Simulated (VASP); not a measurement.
# Cd (Fm-3m) in VASP: a series of runs, part 2 of 2

VASP 6.6.1. Earlier steps stand in the parts before.

## (3) Single point, PBE (volume scaled by 0.91)

File INCAR:

```
SYSTEM = Cd
  ALGO = Fast
  EDIFF = 1E-6
  ENCUT = 520
  GGA = PE
  ISIF = 2
  ISMEAR = 0
  LASPH = .True.
  LCHARG = .False.
  LREAL = .False.
  LWAVE = .False.
  NBANDS = 12
  NELM = 100
  PREC = Accurate
  SIGMA = 0.1
```

File KPOINTS:

```
k-points
0
Gamma
  16 16 16
  0 0 0
```

File POSCAR:

```
Cd
1.0
    0.0000000000      2.1843923835      2.1843923835
    2.1843923835      0.0000000000      2.1843923835
    2.1843923835      2.1843923835      0.0000000000
Cd
1
Direct
    0.0000000000      0.0000000000      0.0000000000
```

Potentials or basis: VASP PAW PBE potentials, release 64 (Cd).

Launch:

```sh
$ cat potpaw_PBE.64/Cd/POTCAR > POTCAR
$ mpirun -np 1 vasp_std > vasp.out
```

OUTCAR:

```text
SYSTEM = Cd
   EDIFF = 1E-6
   ENCUT = 520
   GGA = PE
   ISIF = 2
   ISMEAR = 0
   LASPH = .True.
   LREAL = .False.
   NELM = 100
   PREC = Accurate

 ion  position               nearest neighbor table
   1  0.000  0.000  0.000-

  LATTYP: Found a face centered cubic cell.
 ALAT       =     4.3687847670

  Lattice vectors:

 A1 = (   0.0000000000,   2.1843923835,   2.1843923835)
 A2 = (   2.1843923835,   0.0000000000,   2.1843923835)
 A3 = (   2.1843923835,   2.1843923835,   0.0000000000)

Analysis of symmetry for initial positions (statically):
=====================================================================
 Subroutine PRICEL returns:
 Original cell was already a primitive cell.

 Routine SETGRP: Setting up the symmetry group for a
 face centered cubic supercell.

 Subroutine GETGRP returns: Found 48 space group operations
 (whereof 48 operations were pure point group operations)
 out of a pool of 48 trial point group operations.

The static configuration has the point symmetry O_h .

Analysis of symmetry for dynamics (positions and initial velocities):
=====================================================================
 Subroutine PRICEL returns:
 Original cell was already a primitive cell.

 Routine SETGRP: Setting up the symmetry group for a
 face centered cubic supercell.

 Subroutine GETGRP returns: Found 48 space group operations
 (whereof 48 operations were pure point group operations)
 out of a pool of 48 trial point group operations.

The dynamic configuration has the point symmetry O_h .

 Subroutine INISYM returns: Found 48 space group operations
 (whereof 48 operations are pure point group operations),
 and found     1 'primitive' translations

----------------------------------------------------------------------------------------

                                     Primitive cell

[... 109 lines left out ...]
  volume/ion in A,a.u.               =      20.85       140.68
  Fermi-wavevector in a.u.,A,eV,Ry     =   1.361846  2.573515 25.233690  1.854624
  Thomas-Fermi vector in A             =   2.488387
   LORBIT       =      0    0 simple, 1 ext, 2 COOP (PROOUT), +10 PAW based schemes
   GGA     = PE    functional components
   LHFCALC =     F    Hartree Fock is set to
   AEXX    =    0.0000 exact exchange contribution
   IVDW    =     0    specifies the selected vdW correction
   LEPSILON=     F    determine dielectric tensor
   LRPA    =     F    only Hartree local field effects (RPA)
 non-spin polarized calculation
 RMM-DIIS sequential band-by-band and
 Gauss-broadening in eV      SIGMA  =   0.10
  energy-cutoff  :      520.00
  volume of cell :       20.85
 maximum number of plane-waves:       573
   NGX = 11   NGY = 11   NGZ = 11

 number of electron      12.0000005 magnetization

 Free energy of the ion-electron system (eV)
  ---------------------------------------------------
  ext. energy  EPLUGINS =         0.00000000
  ---------------------------------------------------
  free energy    TOTEN  =        -0.70435970 eV

  energy without entropy =       -0.70143594  energy(sigma->0) =       -0.70289782

 E-fermi :   3.2088     XC(G=0): -11.2323

 val. band max:        3.2064941545   @ k =  -0.3750   0.3125   0.0625
 cond. band min:       3.2184619652   @ k =  -0.3750   0.1875   0.0625
 fundamental gap:      0.0119678108
 Fermi energy:         3.2087900465

 k-point     1 :       0.0000    0.0000    0.0000
  band No.  band energies     occupation
      1      -6.0878      2.00000
      2      -6.0878      2.00000
      3      -6.0878      2.00000
      4      -5.9571      2.00000
      5      -5.5871      2.00000
      6      -5.5871      2.00000
      7      17.2402      0.00000
      8      18.5953      0.00000
      9      18.5953      0.00000
     10      18.5953      0.00000
     11      22.0474      0.00000
     12      22.0474      0.00000
[... 331 lines left out ...]
 k-point    24 :      -0.0625    0.0625    0.0000
  band No.  band energies     occupation
      1      -6.1191      2.00000
      2      -6.0528      2.00000
      3      -6.0459      2.00000
      4      -5.6899      2.00000
      5      -5.6202      2.00000
      6      -5.5442      2.00000
      7      16.0402      0.00000
      8      16.3231      0.00000
      9      18.1542      0.00000
     10      18.9902      0.00000
     11      21.8688      0.00000
     12      22.1471      0.00000

 [... further k-points ...]
[... 5 lines left out ...]
  --------------------------------------------------------------------------------------
  -------------------------------------------------------------------------------------
  Total        0.7167490      0.7167490      0.7167490      0.0000000      0.0000000     -0.0000000
  in kB       55.0878405     55.0878405     55.0878405      0.0000000      0.0000000     -0.0000000
  external PRESSURE =      55.0878405 kB  Pullay stress =       0.0000000 kB

 VOLUME and BASIS-vectors are now :
 -----------------------------------------------------------------------------
  energy-cutoff  :      520.00
  volume of cell :       20.85
      direct lattice vectors                 reciprocal lattice vectors
     0.000000000  2.184392384  2.184392384    -0.228896605  0.228896605  0.228896605
     2.184392384  0.000000000  2.184392384     0.228896605 -0.228896605  0.228896605
     2.184392384  2.184392384  0.000000000     0.228896605  0.228896605 -0.228896605

 POSITION                                       TOTAL-FORCE (eV/Angst)
 -----------------------------------------------------------------------------------
      0.00000      0.00000      0.00000         0.000000     -0.000000      0.000000
 -----------------------------------------------------------------------------------
    total drift:                               -0.000000      0.000000      0.000000

  FREE ENERGIE OF THE ION-ELECTRON SYSTEM (eV)
  ---------------------------------------------------
  free  energy   TOTEN  =        -0.7043596962 eV

  energy  without entropy=       -0.7014359441  energy(sigma->0) =       -0.70289782
```

OSZICAR:

```text
N       E                     dE             d eps       ncg     rms          rms(c)
DAV:   1     0.689988693219E+02    0.68999E+02   -0.70428E+03  3776   0.101E+03
DAV:   2     0.429333219532E+00   -0.68570E+02   -0.65486E+02  3756   0.236E+02
DAV:   3    -0.754798048714E+00   -0.11841E+01   -0.11835E+01  4160   0.352E+01
DAV:   4    -0.756198768314E+00   -0.14007E-02   -0.14007E-02  3924   0.118E+00
DAV:   5    -0.756202047040E+00   -0.32787E-05   -0.32785E-05  4168   0.581E-02    0.351E+00
RMM:   6    -0.707084488346E+00    0.49118E-01   -0.84103E-02  3580   0.310E+00    0.274E+00
RMM:   7    -0.704323546130E+00    0.27609E-02   -0.66750E-03  3690   0.775E-01    0.133E+00
RMM:   8    -0.704325462959E+00   -0.19168E-05   -0.15648E-03  3731   0.600E-01    0.795E-02
RMM:   9    -0.704351314474E+00   -0.25852E-04   -0.68236E-05  3899   0.979E-02    0.433E-02
RMM:  10    -0.704360311650E+00   -0.89972E-05   -0.24312E-05  3859   0.728E-02    0.916E-03
RMM:  11    -0.704359696211E+00    0.61544E-06   -0.27571E-06  3318   0.178E-02
   1 F= -.70435970E+00 E0= -.70289782E+00  d E =-.292375E-02
```

Wall time 24 s (1 thread of Intel Xeon Platinum 8488C (Sapphire Rapids), shared host); peak memory 0.16 GiB.

What came out:

- Free energy: -0.7044 eV
- Pressure: 5.5 GPa
- Band gap on the k mesh: zero (band 6 reaches 5.29 eV, above the bottom of band 7 at 1.94 eV)
